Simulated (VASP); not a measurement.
Set up this calculation in VASP 6.6.1, as the native input.

```
Task                   : electric field gradients
Functional             : LDA
Potentials or basis    : VASP PAW LDA potentials, release 64 (Ta_pv, N)
Cutoff                 : 520 eV
k mesh                 : 12 × 12 × 10
Occupations            : fermi-dirac, width 0.02 eV
Spin                   : no spin polarisation
Dipole correction      : no
Further INCAR settings : ALGO = Normal; EDIFF = 1e-08; NBANDS = 15
```

The structure of TaN lies in POSCAR:

```
TaN
1.0
    2.9379988584      0.0146899943      0.0146899943
   -1.4562775210      2.5370366506      0.0053769111
    0.0144150000      0.0144150000      2.8830000000
Ta N
1 1
Direct
    0.3333333333      0.6666666667      0.5000000000
    0.0000000000      0.0000000000      0.0000000000
```

This cell differs from its parent crystal: equal xy, yz and zx shear strains of +1 %.

These files were run (other wordings do the same):

INCAR

```
SYSTEM = TaN
PREC     = Accurate       ! precision mode
ENCUT    = 520            ! plane-wave cutoff, eV
EDIFF    = 1E-8           ! SCF threshold, eV
ISMEAR   = -1             ! smearing method
SIGMA    = 0.02           ! smearing width, eV
LREAL    = .FALSE.        ! projectors in reciprocal space
LASPH    = .TRUE.         ! aspherical terms in the spheres
NELM     = 80             ! most SCF steps
ALGO     = Normal         ! electronic algorithm
ISIF     = 2              ! what is computed and relaxed
LWAVE    = .FALSE.        ! write WAVECAR
LCHARG   = .FALSE.        ! write CHGCAR
LEFG     = .TRUE.       
NBANDS   = 15             ! bands
```

KPOINTS

```
regular mesh
0
G
  12 12 10
  0 0 0
```

Potentials or basis: VASP PAW LDA potentials, release 64 (Ta_pv, N).

Command:

```sh
$ cat potpaw_LDA.64/Ta_pv/POTCAR potpaw_LDA.64/N/POTCAR > POTCAR
$ mpirun -np 1 vasp_std > vasp.out
```

It gave:

* Pressure: -9.7 GPa
* Largest force: 0.009 eV/Å
* Band gap on the k mesh: zero (band 8 reaches 8.41 eV, above the bottom of band 9 at 8.10 eV)

Caveat: the cell differs from its parent crystal (equal xy, yz and zx shear strains of +1 %); without QUAD_EFG the Cq values of the log hold for a quadrupole moment of 1 mb, not for the nuclei; spin-orbit coupling is left out, which moves the levels of the heavy elements.

Wall time 2.1 min on 1 thread of Intel Xeon 6975P-C, on a shared host, peak memory 0.34 GiB.
